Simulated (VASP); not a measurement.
Here is a VASP 6.6.1 calculation.

File POSCAR:

```
VH2
1.0
    0.0000000000      2.1355000000      2.1355000000
    2.1355000000      0.0000000000      2.1355000000
    2.1355000000      2.1355000000      0.0000000000
V H
1 2
Direct
    0.0000000000      0.0000000000      0.0000000000
    0.2500000000      0.2500000000      0.2500000000
    0.7500000000      0.7500000000      0.7500000000
```

The input INCAR.step1:

```
PREC = Accurate
ENCUT = 520
ISMEAR = 0
SIGMA = 0.1
LREAL = F
LASPH = T
NELM = 150
ISPIN = 2
MAGMOM = 3.5 0 0
LMAXMIX = 4
NBANDS = 18
GGA = PE
ALGO = Normal
EDIFF = 1E-4
LWAVE = T
LCHARG = F
```

File INCAR.step2:

```
PREC = Accurate
ENCUT = 520
EDIFF = 1E-6
ISMEAR = 0
SIGMA = 0.1
LREAL = F
LASPH = T
NELM = 150
ALGO = Normal
ISIF = 2
LWAVE = F
LCHARG = F
ISPIN = 2
MAGMOM = 3.5 0 0
LORBIT = 11
LMAXMIX = 4
METAGGA = R2SCAN
LMIXTAU = T
NBANDS = 18
ISTART = 1
```

Contents of KPOINTS:

```
Automatic mesh
0
Gamma
  16 16 16
```

Potentials or basis: VASP PAW PBE potentials, release 64 (V_sv, H).

Run with:

```bash
$ cat potpaw_PBE.64/V_sv/POTCAR potpaw_PBE.64/H/POTCAR > POTCAR
$ cp INCAR.step1 INCAR
$ mpirun -np 1 vasp_std > vasp.out
$ cp INCAR.step2 INCAR
$ mpirun -np 1 vasp_std > vasp.out
```

Estimate the pressure.

-9.4 GPa.

What does it give for the net moment?

0.00 μB per cell.

Caveat: the PAW data sets were made with another functional, which shifts forces and pressure a little.
